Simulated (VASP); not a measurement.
# Ti (P6_3/mmc) in VASP: notebook

Runs on Ti. Level: PBE. Tasks: single point.

Program: VASP 6.6.1. These are calculated values, not measurements. Logs are shortened: lines on timing, memory, paths and dates and some standing lists are left out, and cuts for length are marked.

### 1 The cell of the first run

The structure is hexagonal, space group P6_3/mmc (No. 194). The conventional cell has a = 2.950 Å, b = 2.950 Å, c = 4.686 Å, α = 90.00°, β = 90.00°, γ = 120.00°. Ti (site symmetry -6m2) has 12 Ti at 2.90 to 2.95 Å within 3.8 Å.

### 2 Single point, PBE

The input, INCAR:

```
SYSTEM = Ti
  PREC = Accurate
  ENCUT = 520
  EDIFF = 1E-6
  ISMEAR = 0
  SIGMA = 0.15
  LREAL = .False.
  LASPH = .True.
  NELM = 100
  ALGO = Fast
  ISIF = 2
  LWAVE = .False.
  LCHARG = .False.
  GGA = PE
  NBANDS = 19
```

The input, KPOINTS:

```
regular mesh
0
Gamma
  18 18 10
  0 0 0
```

The input, POSCAR:

```
Ti
1.0
    2.9499978604      0.0000000000      0.0000000000
   -1.4749989302      2.5547730882      0.0000000000
    0.0000000000      0.0000000000      4.6860000000
Ti
2
Direct
    0.3333333333      0.6666666667      0.2500000000
    0.6666666667      0.3333333333      0.7500000000
```

Potentials or basis: VASP PAW PBE potentials, release 64 (Ti_sv).

The run is started by

```sh
cat potpaw_PBE.64/Ti_sv/POTCAR > POTCAR
mpirun -np 1 vasp_std > vasp.out
```

OUTCAR:

```text
SYSTEM = Ti
   PREC = Accurate
   ENCUT = 520
   EDIFF = 1E-6
   ISMEAR = 0
   LREAL = .False.
   LASPH = .True.
   NELM = 100
   ISIF = 2
   GGA = PE

 ion  position               nearest neighbor table
   1  0.333  0.667  0.250-   2 2.90   2 2.90   2 2.90   2 2.90   2 2.90   2 2.90
   2  0.667  0.333  0.750-   1 2.90   1 2.90   1 2.90   1 2.90   1 2.90   1 2.90

  LATTYP: Found a hexagonal cell.
 ALAT       =     2.9499978604
 C/A-ratio  =     1.5884757284

  Lattice vectors:

 A1 = (   2.9499978604,   0.0000000000,   0.0000000000)
 A2 = (  -1.4749989302,   2.5547730882,   0.0000000000)
 A3 = (   0.0000000000,   0.0000000000,   4.6860000000)

Analysis of symmetry for initial positions (statically):
=====================================================================
 Subroutine PRICEL returns:
 Original cell was already a primitive cell.

 Routine SETGRP: Setting up the symmetry group for a
 hexagonal supercell.

 Subroutine GETGRP returns: Found 24 space group operations
 (whereof 12 operations were pure point group operations)
 out of a pool of 24 trial point group operations.

The static configuration has the point symmetry D_3d.
 The point group associated with its full space group is D_6h.

Analysis of symmetry for dynamics (positions and initial velocities):
=====================================================================
 Subroutine PRICEL returns:
 Original cell was already a primitive cell.

 Routine SETGRP: Setting up the symmetry group for a
 hexagonal supercell.

 Subroutine GETGRP returns: Found 24 space group operations
 (whereof 12 operations were pure point group operations)
 out of a pool of 24 trial point group operations.

The dynamic configuration has the point symmetry D_3d.
 The point group associated with its full space group is D_6h.

 Subroutine INISYM returns: Found 24 space group operations
 (whereof 12 operations are pure point group operations),
 and found     1 'primitive' translations

----------------------------------------------------------------------------------------

                                     Primitive cell

  volume of cell :      35.3164

  direct lattice vectors                    reciprocal lattice vectors
     2.949997860  0.000000000  0.000000000     0.338983297  0.195712098  0.000000000
    -1.474998930  2.554773088  0.000000000     0.000000000  0.391424195  0.000000000
     0.000000000  0.000000000  4.686000000     0.000000000  0.000000000  0.213401622

  length of vectors
     2.949997860  2.949997860  4.686000000     0.391424195  0.391424195  0.213401622

  position of ions in fractional coordinates (direct lattice)
     0.333333333  0.666666667  0.250000000
     0.666666667  0.333333333  0.750000000

  ion indices of the primitive-cell ions
   primitive index   ion index
                 1           1
                 2           2

----------------------------------------------------------------------------------------

 KPOINTS: regular mesh

Automatic generation of k-mesh.
 Grid dimensions read from file:
 generate k-points for:   18   18   10

 Generating k-lattice:

  Cartesian coordinates                     Fractional coordinates (reciprocal lattice)
     0.018832405  0.010872894  0.000000000     0.055555556  0.000000000  0.000000000
     0.000000000  0.021745789  0.000000000     0.000000000  0.055555556  0.000000000
     0.000000000  0.000000000  0.021340162     0.000000000  0.000000000  0.100000000

  Length of vectors
     0.021745789  0.021745789  0.021340162

  Shift w.r.t. Gamma in fractional coordinates (k-lattice)
     0.000000000  0.000000000  0.000000000

 Subroutine IBZKPT returns following result:
 ===========================================

 Found    222 irreducible k-points:

 Following reciprocal coordinates:
            Coordinates               Weight
  0.000000  0.000000  0.000000      1.000000
  0.055556  0.000000  0.000000      6.000000
  0.111111  0.000000  0.000000      6.000000
  0.166667  0.000000  0.000000      6.000000
  0.222222  0.000000  0.000000      6.000000
  0.277778  0.000000  0.000000      6.000000
[... 16 lines left out ...]
  0.333333  0.111111  0.000000     12.000000
  0.388889  0.111111  0.000000     12.000000
 [... further k-points ...]
   k-points           NKPTS =    222   k-points in BZ     NKDIM =    222   number of bands    NBANDS=     19
   number of dos      NEDOS =    301   number of ions     NIONS =      2
   total plane-waves  NPLWV =  20736
   dimension x,y,z NGX =    24 NGY =   24 NGZ =   36
   dimension x,y,z NGXF=    48 NGYF=   48 NGZF=   72
   ions per type =               2
   NGX,Y,Z   is equivalent  to a cutoff of  13.53, 13.53, 12.77 a.u.
   NGXF,Y,Z  is equivalent  to a cutoff of  27.05, 27.05, 25.54 a.u.
 SYSTEM =  Ti
   PREC   = accura    normal or accurate (medium, high low for compatibility)
   ISTART =      0    job   : 0-new  1-cont  2-samecut
   ICHARG =      2    charge: 1-file 2-atom 10-const
   ISPIN  =      1    spin polarized calculation?
   LNONCOLLINEAR =      F non collinear calculations
   LSORBIT =      F    spin-orbit coupling
   LASPH  =      T    aspherical Exc in radial PAW
   ENCUT  =  520.0 eV  38.22 Ry    6.18 a.u.   5.49  5.49  8.71*2*pi/ulx,y,z
   NELM   =    100;   NELMIN=  2; NELMDL= -5     # of ELM steps
   EDIFF  = 0.1E-05   stopping-criterion for ELM
   LREAL  =      F    real-space projection
   EDIFFG = 0.1E-04   stopping-criterion for IOM
   NSW    =      0    number of steps for IOM
   IBRION =     -1    ionic relax: 0-MD 1-quasi-New 2-CG
   NFREE  =      0    steps in history (QN), initial steepest desc. (CG)
   ISIF   =      2    stress and relaxation
   ISYM   =      2    0-nonsym 1-usesym 2-fastsym
   POTIM  = 0.5000    time-step for ionic-motion
   TEBEG  =    0.0;   TEEND  =   0.0 temperature during run
   PSTRESS=    0.0 pullay stress
   NELECT =      24.0000    total number of electrons
   NUPDOWN=      -1.0000    fix difference up-down
   EMIN   =  10.00;   EMAX   =-10.00  energy-range for DOS
   EFERMI =   0.00;   METHOD = LEGACY
   ISMEAR =     0;   SIGMA  =   0.15  broadening in eV -4-tet -1-fermi 0-gaus
   EFERMI_NEDOS =   21; number of points for ismear=-14 and -15
   IALGO  =     68    algorithm
   IMIX   =      4    mixing-type and parameters
     AMIX     =   0.40;   BMIX     =  1.00
     AMIX_MAG =   1.60;   BMIX_MAG =  1.00
  volume/ion in A,a.u.               =      17.66       119.16
  Fermi-wavevector in a.u.,A,eV,Ry     =   1.439306  2.719894 28.185854  2.071602
  Thomas-Fermi vector in A             =   2.558176
   LORBIT       =      0    0 simple, 1 ext, 2 COOP (PROOUT), +10 PAW based schemes
   GGA     = PE    functional components
   LHFCALC =     F    Hartree Fock is set to
   AEXX    =    0.0000 exact exchange contribution
   IVDW    =     0    specifies the selected vdW correction
   LEPSILON=     F    determine dielectric tensor
   LRPA    =     F    only Hartree local field effects (RPA)
 non-spin polarized calculation
 RMM-DIIS sequential band-by-band and
 Gauss-broadening in eV      SIGMA  =   0.15
  energy-cutoff  :      520.00
  volume of cell :       35.32
 maximum number of plane-waves:       980
 NGX is ok and might be reduce to    24
   NGX = 11   NGY = 11   NGZ = 17

 number of electron      24.0000001 magnetization

 Free energy of the ion-electron system (eV)
  ---------------------------------------------------
  ext. energy  EPLUGINS =         0.00000000
  ---------------------------------------------------
  free energy    TOTEN  =       -15.67995167 eV

  energy without entropy =      -15.65619899  energy(sigma->0) =      -15.66807533

 E-fermi :   8.1619     XC(G=0): -11.4197

 val. band max:        8.1593005831   @ k =   0.1667   0.0000   0.0000
 cond. band min:       8.1686401532   @ k =   0.3333   0.1667   0.4000
 fundamental gap:      0.0093395701
 Fermi energy:         8.1619148645

 k-point     1 :       0.0000    0.0000    0.0000
  band No.  band energies     occupation
      1     -48.7240      2.00000
      2     -48.5976      2.00000
      3     -25.2908      2.00000
      4     -24.6808      2.00000
      5     -24.6808      2.00000
      6     -24.6239      2.00000
[... 11 lines left out ...]
     18       9.7711      0.00000
     19      11.2520      0.00000

 k-point     2 :       0.0556    0.0000    0.0000
  band No.  band energies     occupation
      1     -48.7211      2.00000
      2     -48.5964      2.00000
      3     -25.2844      2.00000
      4     -24.6941      2.00000
      5     -24.6852      2.00000
      6     -24.6266      2.00000
[... 11 lines left out ...]
     18       9.7230      0.00000
     19      11.2790      0.00000

 k-point     3 :       0.1111    0.0000    0.0000
  band No.  band energies     occupation
      1     -48.7128      2.00000
      2     -48.5931      2.00000
      3     -25.2655      2.00000
      4     -24.7326      2.00000
      5     -24.6979      2.00000
      6     -24.6401      2.00000
[... 11 lines left out ...]
     18       9.6226      0.00000
     19      11.3424      0.00000

 k-point     4 :       0.1667    0.0000    0.0000
  band No.  band energies     occupation
      1     -48.6998      2.00000
      2     -48.5883      2.00000
      3     -25.2354      2.00000
      4     -24.7919      2.00000
      5     -24.7167      2.00000
      6     -24.6999      2.00000
[... 407 lines left out ...]
     18      11.3471      0.00000
     19      11.5340      0.00000

 k-point    23 :       0.3333    0.1111    0.0000
  band No.  band energies     occupation
      1     -48.6259      2.00000
      2     -48.5722      2.00000
      3     -25.0660      2.00000
      4     -25.0405      2.00000
      5     -24.9684      2.00000
      6     -24.8210      2.00000
[... 11 lines left out ...]
     18      11.5531      0.00000
     19      11.8191      0.00000

 k-point    24 :       0.3889    0.1111    0.0000
  band No.  band energies     occupation
      1     -48.6142      2.00000
      2     -48.5728      2.00000
      3     -25.1028      2.00000
      4     -25.0029      2.00000
      5     -24.9931      2.00000
      6     -24.8386      2.00000
[... 11 lines left out ...]
     18      11.5637      0.00000
     19      12.2963      0.00000

 [... further k-points ...]

------------------------ aborting loop because EDIFF is reached ----------------------------------------

  FORCE on cell =-STRESS in cart. coord.  units (eV):
  Direction    XX          YY          ZZ          XY          YZ          ZX
  --------------------------------------------------------------------------------------
  -------------------------------------------------------------------------------------
  Total       -0.4238350     -0.4238350     -0.5261813     -0.0000000     -0.0000000      0.0000000
  in kB      -19.2278680    -19.2278680    -23.8709466     -0.0000000     -0.0000000      0.0000000
  external PRESSURE =     -20.7755608 kB  Pullay stress =       0.0000000 kB

 VOLUME and BASIS-vectors are now :
 -----------------------------------------------------------------------------
  energy-cutoff  :      520.00
  volume of cell :       35.32
      direct lattice vectors                 reciprocal lattice vectors
     2.949997860  0.000000000  0.000000000     0.338983297  0.195712098  0.000000000
    -1.474998930  2.554773088  0.000000000     0.000000000  0.391424195  0.000000000
     0.000000000  0.000000000  4.686000000     0.000000000  0.000000000  0.213401622

 POSITION                                       TOTAL-FORCE (eV/Angst)
 -----------------------------------------------------------------------------------
     -0.00000      1.70318      1.17150         0.000000     -0.000000      0.000000
      1.47500      0.85159      3.51450        -0.000000      0.000000      0.000000
 -----------------------------------------------------------------------------------
    total drift:                               -0.000000      0.000000     -0.000000

  FREE ENERGIE OF THE ION-ELECTRON SYSTEM (eV)
  ---------------------------------------------------
  free  energy   TOTEN  =       -15.6799516727 eV

  energy  without entropy=      -15.6561989910  energy(sigma->0) =      -15.66807533
```

It took 5.9 min on 1 thread of AMD EPYC 7R43 (Zen 3), shared host; peak memory 0.2 GiB.

What came out:

| Quantity | Value |
| --- | --- |
| Free energy | -15.6800 eV |
| Pressure | -2.1 GPa |
| Band gap on the k mesh | zero (band 12 reaches 8.93 eV, above the bottom of band 13 at 7.83 eV) |

### 3 Single point, PBE

The input, INCAR:

```
SYSTEM = Ti
PREC = Accurate
ENCUT = 520
EDIFF = 1E-7
ISMEAR = 0
SIGMA = 0.15
LREAL = .False.
LASPH = .True.
NELM = 60
ALGO = Fast
ISIF = 2
LWAVE = .False.
LCHARG = .True.
GGA = PE
LELF = .True.
LVHAR = .True.
NBANDS = 19
```

The input, KPOINTS:

```
Automatic mesh
0
Gamma
  24 24 12
  0 0 0
```

POSCAR is that of step 2.

Potentials or basis: VASP PAW PBE potentials, release 64 (Ti_sv).

The run is started by

```sh
cat potpaw_PBE.64/Ti_sv/POTCAR > POTCAR
mpirun -np 1 vasp_std > vasp.out
```

OUTCAR:

```text
SYSTEM = Ti
   PREC = Accurate
   ENCUT = 520
   EDIFF = 1E-7
   ISMEAR = 0
   LREAL = .False.
   LASPH = .True.
   NELM = 60
   ISIF = 2
   GGA = PE

 ion  position               nearest neighbor table
   1  0.333  0.667  0.250-   2 2.90   2 2.90   2 2.90   2 2.90   2 2.90   2 2.90
   2  0.667  0.333  0.750-   1 2.90   1 2.90   1 2.90   1 2.90   1 2.90   1 2.90

  LATTYP: Found a hexagonal cell.
 ALAT       =     2.9499978604
 C/A-ratio  =     1.5884757284

  Lattice vectors:

[... 720 lines left out ...]

  FORCE on cell =-STRESS in cart. coord.  units (eV):
  Direction    XX          YY          ZZ          XY          YZ          ZX
  --------------------------------------------------------------------------------------
  -------------------------------------------------------------------------------------
  Total       -0.4304292     -0.4304292     -0.5291163     -0.0000000      0.0000000      0.0000000
  in kB      -19.5270223    -19.5270223    -24.0040972     -0.0000000      0.0000000      0.0000000
  external PRESSURE =     -21.0193806 kB  Pullay stress =       0.0000000 kB

 VOLUME and BASIS-vectors are now :
 -----------------------------------------------------------------------------
  energy-cutoff  :      520.00
  volume of cell :       35.32
      direct lattice vectors                 reciprocal lattice vectors
     2.949997860  0.000000000  0.000000000     0.338983297  0.195712098  0.000000000
    -1.474998930  2.554773088  0.000000000     0.000000000  0.391424195  0.000000000
     0.000000000  0.000000000  4.686000000     0.000000000  0.000000000  0.213401622

 POSITION                                       TOTAL-FORCE (eV/Angst)
 -----------------------------------------------------------------------------------
     -0.00000      1.70318      1.17150         0.000000     -0.000000      0.000000
      1.47500      0.85159      3.51450        -0.000000      0.000000      0.000000
 -----------------------------------------------------------------------------------
    total drift:                               -0.000000      0.000000     -0.000000

  FREE ENERGIE OF THE ION-ELECTRON SYSTEM (eV)
  ---------------------------------------------------
  free  energy   TOTEN  =       -15.6799478437 eV

  energy  without entropy=      -15.6561464180  energy(sigma->0) =      -15.66804713
```

OSZICAR:

```text
N       E                     dE             d eps       ncg     rms          rms(c)
DAV:   1     0.263596055729E+03    0.26360E+03   -0.13063E+04 16250   0.157E+03
DAV:   2     0.127701178158E+02   -0.25083E+03   -0.24683E+03 16678   0.441E+02
DAV:   3    -0.164821386723E+02   -0.29252E+02   -0.28903E+02 30228   0.123E+02
DAV:   4    -0.177527798084E+02   -0.12706E+01   -0.12689E+01 18837   0.267E+01
[... 45 lines left out ...]
RMM:  50    -0.156799488169E+02    0.43164E-06   -0.97080E-07 21120   0.636E-03    0.280E-02
RMM:  51    -0.156799484411E+02    0.37581E-06   -0.77183E-07 20551   0.638E-03    0.251E-02
RMM:  52    -0.156799480992E+02    0.34191E-06   -0.84137E-07 21325   0.655E-03    0.223E-02
RMM:  53    -0.156799479022E+02    0.19699E-06   -0.48824E-07 16130   0.524E-03    0.204E-02
RMM:  54    -0.156799478437E+02    0.58419E-07   -0.45841E-07 14652   0.402E-03
   1 F= -.15679948E+02 E0= -.15668047E+02  d E =-.238014E-01
```

Run time: 11 min. Hardware: 1 thread of Intel Xeon Platinum 8375C at 2.90GHz (Ice Lake), shared host; peak memory 0.34 GiB.

Results:

| Item | Value |
| --- | --- |
| Free energy | -15.6799 eV |
| Pressure | -2.1 GPa |
| Band gap on the k mesh | zero (band 12 reaches 8.93 eV, above the bottom of band 13 at 7.81 eV) |
